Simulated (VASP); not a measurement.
# KTaO3 (P4/mmm) in VASP: notebook, part 2 of 3

VASP 6.6.1. The steps go on from the part before.

## (3) Single point, PBE (volume 11.997 Å^3 an atom, c/a of the conventional cell 0.8864)

Input file INCAR:

```
PREC = Accurate ; ENCUT = 520
EDIFF = 1E-6 ; ISMEAR = 0
SIGMA = 0.05 ; LREAL = False
LASPH = True ; NELM = 100
ALGO = Normal ; ISIF = 2
LWAVE = False ; LCHARG = True
GGA = PE ; LELF = True
LVHAR = True ; NBANDS = 27
```

Input file KPOINTS:

```
Automatic mesh
0
Gamma
  8 8 8
```

Input file POSCAR:

```
KTaO3
1.0
    4.0750940709      0.0000000000      0.0000000000
    0.0000000000      4.0750940709      0.0000000000
    0.0000000000      0.0000000000      3.6121633845
K Ta O
1 1 3
Direct
    0.5000000000      0.5000000000      0.5000000000
    0.0000000000      0.0000000000      0.0000000000
    0.5000000000      0.0000000000      0.0000000000
    0.0000000000      0.5000000000      0.0000000000
    0.0000000000      0.0000000000      0.5000000000
```

Potentials or basis: VASP PAW PBE potentials, release 64 (K_sv, Ta_pv, O).

The run is started by

```sh
cat potpaw_PBE.64/K_sv/POTCAR potpaw_PBE.64/Ta_pv/POTCAR potpaw_PBE.64/O/POTCAR > POTCAR
mpirun -np 1 vasp_std > vasp.out
```

OUTCAR:

```text
PREC = Accurate
   ENCUT = 520
   EDIFF = 1E-6
   ISMEAR = 0
   LREAL = False
   LASPH = True
   NELM = 100
   ISIF = 2
   GGA = PE

 ion  position               nearest neighbor table
   1  0.500  0.500  0.500-   3 2.72   4 2.72   3 2.72   4 2.72   3 2.72   3 2.72   4 2.72   4 2.72
                             5 2.88   5 2.88   5 2.88   5 2.88   2 3.40   2 3.40   2 3.40   2 3.40
   2  0.000  0.000  0.000-   5 1.81   5 1.81   3 2.04   4 2.04   4 2.04   3 2.04   1 3.40   1 3.40
                             1 3.40   1 3.40   1 3.40   1 3.40   1 3.40   1 3.40
   3  0.500  0.000  0.000-   2 2.04   2 2.04   1 2.72   1 2.72   1 2.72   1 2.72
   4  0.000  0.500  0.000-   2 2.04   2 2.04   1 2.72   1 2.72   1 2.72   1 2.72
   5  0.000  0.000  0.500-   2 1.81   2 1.81   1 2.88   1 2.88   1 2.88   1 2.88

  LATTYP: Found a simple tetragonal cell.
 ALAT       =     4.0750940709
 C/A-ratio  =     0.8864000000

  Lattice vectors:

 A1 = (   4.0750940709,   0.0000000000,   0.0000000000)
 A2 = (   0.0000000000,   4.0750940709,   0.0000000000)
 A3 = (   0.0000000000,   0.0000000000,   3.6121633845)

Analysis of symmetry for initial positions (statically):
=====================================================================
 Subroutine PRICEL returns:
 Original cell was already a primitive cell.

 Routine SETGRP: Setting up the symmetry group for a
 simple tetragonal supercell.

 Subroutine GETGRP returns: Found 16 space group operations
 (whereof 16 operations were pure point group operations)
 out of a pool of 16 trial point group operations.

The static configuration has the point symmetry D_4h.

Analysis of symmetry for dynamics (positions and initial velocities):
=====================================================================
 Subroutine PRICEL returns:
 Original cell was already a primitive cell.

 Routine SETGRP: Setting up the symmetry group for a
 simple tetragonal supercell.

 Subroutine GETGRP returns: Found 16 space group operations
 (whereof 16 operations were pure point group operations)
 out of a pool of 16 trial point group operations.

The dynamic configuration has the point symmetry D_4h.

 Subroutine INISYM returns: Found 16 space group operations
 (whereof 16 operations are pure point group operations),
 and found     1 'primitive' translations

----------------------------------------------------------------------------------------

                                     Primitive cell

  volume of cell :      59.9850

  direct lattice vectors                    reciprocal lattice vectors
     4.075094071  0.000000000  0.000000000     0.245393108  0.000000000  0.000000000
     0.000000000  4.075094071  0.000000000     0.000000000  0.245393108  0.000000000
     0.000000000  0.000000000  3.612163385     0.000000000  0.000000000  0.276842405

  length of vectors
     4.075094071  4.075094071  3.612163385     0.245393108  0.245393108  0.276842405

  position of ions in fractional coordinates (direct lattice)
     0.500000000  0.500000000  0.500000000
     0.000000000  0.000000000  0.000000000
     0.500000000  0.000000000  0.000000000
     0.000000000  0.500000000  0.000000000
     0.000000000  0.000000000  0.500000000

  ion indices of the primitive-cell ions
   primitive index   ion index
                 1           1
                 2           2
                 3           3
                 4           4
                 5           5
[... 23 lines left out ...]
 ===========================================

 Found     75 irreducible k-points:

 Following reciprocal coordinates:
            Coordinates               Weight
  0.000000  0.000000  0.000000      1.000000
  0.125000  0.000000  0.000000      4.000000
  0.250000  0.000000  0.000000      4.000000
  0.375000  0.000000  0.000000      4.000000
  0.500000  0.000000  0.000000      2.000000
  0.125000  0.125000  0.000000      4.000000
[... 16 lines left out ...]
  0.375000  0.125000  0.125000     16.000000
  0.500000  0.125000  0.125000      8.000000
 [... further k-points ...]
   k-points           NKPTS =     75   k-points in BZ     NKDIM =     75   number of bands    NBANDS=     27
   number of dos      NEDOS =    301   number of ions     NIONS =      5
   total plane-waves  NPLWV =  25200
   dimension x,y,z NGX =    30 NGY =   30 NGZ =   28
   dimension x,y,z NGXF=    60 NGYF=   60 NGZF=   56
   ions per type =               1   1   3
   NGX,Y,Z   is equivalent  to a cutoff of  12.24, 12.24, 12.89 a.u.
   NGXF,Y,Z  is equivalent  to a cutoff of  24.48, 24.48, 25.77 a.u.
 SYSTEM =  unknown system
   PREC   = accura    normal or accurate (medium, high low for compatibility)
   ISTART =      0    job   : 0-new  1-cont  2-samecut
   ICHARG =      2    charge: 1-file 2-atom 10-const
   ISPIN  =      1    spin polarized calculation?
   LNONCOLLINEAR =      F non collinear calculations
   LSORBIT =      F    spin-orbit coupling
   LASPH  =      T    aspherical Exc in radial PAW
   ENCUT  =  520.0 eV  38.22 Ry    6.18 a.u.   7.58  7.58  6.72*2*pi/ulx,y,z
   NELM   =    100;   NELMIN=  2; NELMDL= -5     # of ELM steps
   EDIFF  = 0.1E-05   stopping-criterion for ELM
   LREAL  =      F    real-space projection
   EDIFFG = 0.1E-04   stopping-criterion for IOM
   NSW    =      0    number of steps for IOM
   IBRION =     -1    ionic relax: 0-MD 1-quasi-New 2-CG
   NFREE  =      0    steps in history (QN), initial steepest desc. (CG)
   ISIF   =      2    stress and relaxation
   ISYM   =      2    0-nonsym 1-usesym 2-fastsym
   POTIM  = 0.5000    time-step for ionic-motion
   TEBEG  =    0.0;   TEEND  =   0.0 temperature during run
   PSTRESS=    0.0 pullay stress
   NELECT =      38.0000    total number of electrons
   NUPDOWN=      -1.0000    fix difference up-down
   EMIN   =  10.00;   EMAX   =-10.00  energy-range for DOS
   EFERMI =   0.00;   METHOD = LEGACY
   ISMEAR =     0;   SIGMA  =   0.05  broadening in eV -4-tet -1-fermi 0-gaus
   EFERMI_NEDOS =   21; number of points for ismear=-14 and -15
   IALGO  =     38    algorithm
   IMIX   =      4    mixing-type and parameters
     AMIX     =   0.40;   BMIX     =  1.00
     AMIX_MAG =   1.60;   BMIX_MAG =  1.00
  volume/ion in A,a.u.               =      12.00        80.96
  Fermi-wavevector in a.u.,A,eV,Ry     =   1.406010  2.656974 26.896877  1.976865
  Thomas-Fermi vector in A             =   2.528414
   LORBIT       =      0    0 simple, 1 ext, 2 COOP (PROOUT), +10 PAW based schemes
   GGA     = PE    functional components
   LHFCALC =     F    Hartree Fock is set to
   AEXX    =    0.0000 exact exchange contribution
   IVDW    =     0    specifies the selected vdW correction
   LEPSILON=     F    determine dielectric tensor
   LRPA    =     F    only Hartree local field effects (RPA)
 non-spin polarized calculation
 Gauss-broadening in eV      SIGMA  =   0.05
  energy-cutoff  :      520.00
  volume of cell :       59.98
 maximum number of plane-waves:      1637
   NGX = 15   NGY = 15   NGZ = 13

 number of electron      38.0000003 magnetization

 Free energy of the ion-electron system (eV)
  ---------------------------------------------------
  ext. energy  EPLUGINS =         0.00000000
  ---------------------------------------------------
  free energy    TOTEN  =       -39.77467372 eV

  energy without entropy =      -39.77467372  energy(sigma->0) =      -39.77467372

 E-fermi :   2.5929     XC(G=0): -11.1637

 val. band max:        2.2718732171   @ k =   0.5000   0.5000   0.5000
 cond. band min:       4.3228566635   @ k =   0.0000   0.0000   0.0000
 fundamental gap:      2.0509834464
 Fermi energy:         2.5928949761

 k-point     1 :       0.0000    0.0000    0.0000
  band No.  band energies     occupation
      1     -31.9684      2.00000
      2     -31.6012      2.00000
      3     -31.6012      2.00000
      4     -25.0462      2.00000
      5     -16.5112      2.00000
      6     -14.6655      2.00000
[... 709 lines left out ...]
     26      12.7036      0.00000
     27      13.4128      0.00000

 [... further k-points ...]
[... 5 lines left out ...]
  --------------------------------------------------------------------------------------
  -------------------------------------------------------------------------------------
  Total        1.3209745      1.3209745     27.2666785      0.0000000      0.0000000      0.0000000
  in kB       35.2827449     35.2827449    728.2829728      0.0000000      0.0000000      0.0000000
  external PRESSURE =     266.2828209 kB  Pullay stress =       0.0000000 kB

 VOLUME and BASIS-vectors are now :
 -----------------------------------------------------------------------------
  energy-cutoff  :      520.00
  volume of cell :       59.98
      direct lattice vectors                 reciprocal lattice vectors
     4.075094071  0.000000000  0.000000000     0.245393108  0.000000000  0.000000000
     0.000000000  4.075094071  0.000000000     0.000000000  0.245393108  0.000000000
     0.000000000  0.000000000  3.612163385     0.000000000  0.000000000  0.276842405

 POSITION                                       TOTAL-FORCE (eV/Angst)
 -----------------------------------------------------------------------------------
      2.03755      2.03755      1.80608         0.000000      0.000000      0.000000
      0.00000      0.00000      0.00000         0.000000      0.000000      0.000000
      2.03755      0.00000      0.00000         0.000000      0.000000      0.000000
      0.00000      2.03755      0.00000         0.000000      0.000000      0.000000
      0.00000      0.00000      1.80608         0.000000      0.000000      0.000000
 -----------------------------------------------------------------------------------
    total drift:                                0.000000     -0.000000      0.000000

  FREE ENERGIE OF THE ION-ELECTRON SYSTEM (eV)
  ---------------------------------------------------
  free  energy   TOTEN  =       -39.7746737174 eV

  energy  without entropy=      -39.7746737174  energy(sigma->0) =      -39.77467372
```

stdout:

```text
POSCAR found type information on POSCAR K TaO
 POSCAR found :  3 types and       5 ions
 scaLAPACK will be used
 LDA part: xc-table for (Slater+PW92), standard interpolation
 POSCAR, INCAR and KPOINTS ok, starting setup
 FFT: planning ... GRIDC
 FFT: planning ... GRID_SOFT
 FFT: planning ... GRID
 WAVECAR not read
 entering main loop
```

Run time: 66 s. Hardware: 1 thread of AMD EPYC 9R45 (Zen 5), shared host; peak memory 0.22 GiB.

What came out:

```
Free energy            : -39.7747 eV
Pressure               : 26.6 GPa
Band gap on the k mesh : 2.05 eV, indirect (least direct gap 2.47 eV)
```

Caveat: spin-orbit coupling is left out, which moves the levels of the heavy elements.

## (4) Single point, PBE (volume 12.518 Å^3 an atom, c/a of the conventional cell 0.8864)

Input file INCAR:

```
SYSTEM = KTaO3
ALGO = Normal
EDIFF = 1E-7
ENCUT = 520
GGA = PE
ISIF = 2
ISMEAR = 0
LASPH = .True.
LCHARG = .False.
LREAL = .False.
LWAVE = .False.
NBANDS = 27
NELM = 80
PREC = Accurate
SIGMA = 0.05
```

Input file KPOINTS:

```
k-points
0
Gamma
  8 8 8
  0 0 0
```

Changes to POSCAR since step 3:

```diff
@@ -2,5 +2,5 @@
 1.0
-    4.0750940709      0.0000000000      0.0000000000
-    0.0000000000      4.0750940709      0.0000000000
-    0.0000000000      0.0000000000      3.6121633845
+    4.1332505739      0.0000000000      0.0000000000
+    0.0000000000      4.1332505739      0.0000000000
+    0.0000000000      0.0000000000      3.6637133087
 K Ta O
```

Potentials or basis: VASP PAW PBE potentials, release 64 (K_sv, Ta_pv, O).

The run is started by

```sh
cat potpaw_PBE.64/K_sv/POTCAR potpaw_PBE.64/Ta_pv/POTCAR potpaw_PBE.64/O/POTCAR > POTCAR
mpirun -np 1 vasp_std > vasp.out
```

OUTCAR:

```text
SYSTEM = KTaO3
   EDIFF = 1E-7
   ENCUT = 520
   GGA = PE
   ISIF = 2
   ISMEAR = 0
   LASPH = .True.
   LREAL = .False.
   NELM = 80
   PREC = Accurate

 ion  position               nearest neighbor table
   1  0.500  0.500  0.500-   3 2.76   4 2.76   3 2.76   4 2.76   3 2.76   3 2.76   4 2.76   4 2.76
                             2 3.45   2 3.45   2 3.45   2 3.45   2 3.45   2 3.45   2 3.45   2 3.45
   2  0.000  0.000  0.000-   5 1.83   5 1.83   3 2.07   4 2.07   4 2.07   3 2.07   1 3.45   1 3.45
                             1 3.45   1 3.45   1 3.45   1 3.45   1 3.45   1 3.45
   3  0.500  0.000  0.000-   2 2.07   2 2.07   1 2.76   1 2.76   1 2.76   1 2.76
   4  0.000  0.500  0.000-   2 2.07   2 2.07   1 2.76   1 2.76   1 2.76   1 2.76
   5  0.000  0.000  0.500-   2 1.83   2 1.83

  LATTYP: Found a simple tetragonal cell.
 ALAT       =     4.1332505739
 C/A-ratio  =     0.8864000000

  Lattice vectors:

 A1 = (   4.1332505739,   0.0000000000,   0.0000000000)
 A2 = (   0.0000000000,   4.1332505739,   0.0000000000)
 A3 = (   0.0000000000,   0.0000000000,   3.6637133087)

Analysis of symmetry for initial positions (statically):
=====================================================================
 Subroutine PRICEL returns:
 Original cell was already a primitive cell.

 Routine SETGRP: Setting up the symmetry group for a
 simple tetragonal supercell.

 Subroutine GETGRP returns: Found 16 space group operations
 (whereof 16 operations were pure point group operations)
 out of a pool of 16 trial point group operations.

The static configuration has the point symmetry D_4h.

Analysis of symmetry for dynamics (positions and initial velocities):
=====================================================================
 Subroutine PRICEL returns:
 Original cell was already a primitive cell.

 Routine SETGRP: Setting up the symmetry group for a
 simple tetragonal supercell.

 Subroutine GETGRP returns: Found 16 space group operations
[... 125 lines left out ...]
   EFERMI_NEDOS =   21; number of points for ismear=-14 and -15
   IALGO  =     38    algorithm
   IMIX   =      4    mixing-type and parameters
     AMIX     =   0.40;   BMIX     =  1.00
     AMIX_MAG =   1.60;   BMIX_MAG =  1.00
  volume/ion in A,a.u.               =      12.52        84.48
  Fermi-wavevector in a.u.,A,eV,Ry     =   1.386227  2.619589 26.145303  1.921626
  Thomas-Fermi vector in A             =   2.510563
   LORBIT       =      0    0 simple, 1 ext, 2 COOP (PROOUT), +10 PAW based schemes
   GGA     = PE    functional components
   LHFCALC =     F    Hartree Fock is set to
   AEXX    =    0.0000 exact exchange contribution
   IVDW    =     0    specifies the selected vdW correction
   LEPSILON=     F    determine dielectric tensor
   LRPA    =     F    only Hartree local field effects (RPA)
 non-spin polarized calculation
 Gauss-broadening in eV      SIGMA  =   0.05
  energy-cutoff  :      520.00
  volume of cell :       62.59
 maximum number of plane-waves:      1720
 NGX is ok and might be reduce to    32
   NGX = 15   NGY = 15   NGZ = 13

 number of electron      38.0000014 magnetization

 Free energy of the ion-electron system (eV)
  ---------------------------------------------------
  ext. energy  EPLUGINS =         0.00000000
  ---------------------------------------------------
  free energy    TOTEN  =       -40.11555768 eV

  energy without entropy =      -40.11555768  energy(sigma->0) =      -40.11555768

 E-fermi :   2.3198     XC(G=0): -10.9397

 val. band max:        1.9830525121   @ k =   0.5000   0.5000   0.5000
 cond. band min:       3.9470292474   @ k =   0.0000   0.0000   0.0000
 fundamental gap:      1.9639767353
 Fermi energy:         2.3197550668

 k-point     1 :       0.0000    0.0000    0.0000
  band No.  band energies     occupation
      1     -32.4073      2.00000
      2     -32.1043      2.00000
      3     -32.1043      2.00000
      4     -25.3764      2.00000
      5     -16.6497      2.00000
      6     -14.8188      2.00000
[... 709 lines left out ...]
     26      12.2020      0.00000
     27      12.8337      0.00000

 [... further k-points ...]
[... 5 lines left out ...]
  --------------------------------------------------------------------------------------
  -------------------------------------------------------------------------------------
  Total       -1.7716772     -1.7716772     21.4607087      0.0000000     -0.0000000      0.0000000
  in kB      -45.3513506    -45.3513506    549.3507101      0.0000000     -0.0000000      0.0000000
  external PRESSURE =     152.8826696 kB  Pullay stress =       0.0000000 kB

 VOLUME and BASIS-vectors are now :
 -----------------------------------------------------------------------------
  energy-cutoff  :      520.00
  volume of cell :       62.59
      direct lattice vectors                 reciprocal lattice vectors
     4.133250574  0.000000000  0.000000000     0.241940328  0.000000000  0.000000000
     0.000000000  4.133250574  0.000000000     0.000000000  0.241940328  0.000000000
     0.000000000  0.000000000  3.663713309     0.000000000  0.000000000  0.272947121

 POSITION                                       TOTAL-FORCE (eV/Angst)
 -----------------------------------------------------------------------------------
      2.06663      2.06663      1.83186         0.000000      0.000000      0.000000
      0.00000      0.00000      0.00000         0.000000      0.000000      0.000000
      2.06663      0.00000      0.00000         0.000000      0.000000      0.000000
      0.00000      2.06663      0.00000         0.000000      0.000000      0.000000
      0.00000      0.00000      1.83186         0.000000      0.000000      0.000000
 -----------------------------------------------------------------------------------
    total drift:                                0.000000      0.000000     -0.000000

  FREE ENERGIE OF THE ION-ELECTRON SYSTEM (eV)
  ---------------------------------------------------
  free  energy   TOTEN  =       -40.1155576756 eV

  energy  without entropy=      -40.1155576756  energy(sigma->0) =      -40.11555768
```

OSZICAR:

```text
N       E                     dE             d eps       ncg     rms          rms(c)
DAV:   1     0.326586125863E+03    0.32659E+03   -0.20994E+04  4050   0.141E+03
DAV:   2    -0.288229030984E+02   -0.35541E+03   -0.34455E+03  4757   0.407E+02
DAV:   3    -0.479824864303E+02   -0.19160E+02   -0.19070E+02  5772   0.924E+01
DAV:   4    -0.487206421702E+02   -0.73816E+00   -0.73695E+00  6676   0.113E+01
DAV:   5    -0.487244400523E+02   -0.37979E-02   -0.37975E-02  5312   0.849E-01    0.375E+01
DAV:   6    -0.403394941179E+02    0.83849E+01   -0.35378E+01  4802   0.402E+01    0.144E+01
DAV:   7    -0.401838361615E+02    0.15566E+00   -0.18462E+00  5145   0.860E+00    0.100E+01
DAV:   8    -0.401269397353E+02    0.56896E-01   -0.34353E-01  4986   0.475E+00    0.182E+00
DAV:   9    -0.401162316254E+02    0.10708E-01   -0.29197E-02  5300   0.124E+00    0.376E-01
DAV:  10    -0.401156420188E+02    0.58961E-03   -0.12796E-02  5365   0.731E-01    0.271E-01
DAV:  11    -0.401155394105E+02    0.10261E-03   -0.14286E-03  5231   0.252E-01    0.382E-02
DAV:  12    -0.401155531611E+02   -0.13751E-04   -0.83885E-05  5310   0.685E-02    0.305E-02
DAV:  13    -0.401155573850E+02   -0.42239E-05   -0.12498E-05  5445   0.248E-02    0.560E-03
DAV:  14    -0.401155577460E+02   -0.36105E-06   -0.23811E-06  5332   0.112E-02    0.465E-03
DAV:  15    -0.401155576756E+02    0.70455E-07   -0.35948E-07  4489   0.469E-03
   1 F= -.40115558E+02 E0= -.40115558E+02  d E =-.116512E-23
```

stdout:

```text
POSCAR found type information on POSCAR K TaO
 POSCAR found :  3 types and       5 ions
 scaLAPACK will be used
 LDA part: xc-table for (Slater+PW92), standard interpolation
 POSCAR, INCAR and KPOINTS ok, starting setup
 FFT: planning ... GRIDC
 FFT: planning ... GRID_SOFT
 FFT: planning ... GRID
 WAVECAR not read
 entering main loop
```

It took 71 s on 1 thread of AMD EPYC 9R45 (Zen 5), shared host; peak memory 0.23 GiB.

Results:

* Free energy: -40.1156 eV
* Pressure: 15.3 GPa
* Band gap on the k mesh: 1.96 eV, indirect (least direct gap 2.46 eV)

Stress tensor (GPa, compression positive):
```
-4.54  0.00  0.00
 0.00 -4.54  0.00
 0.00  0.00 54.94
```

Caveat: spin-orbit coupling is left out, which moves the levels of the heavy elements.

(Continued in part 3 of 3.)
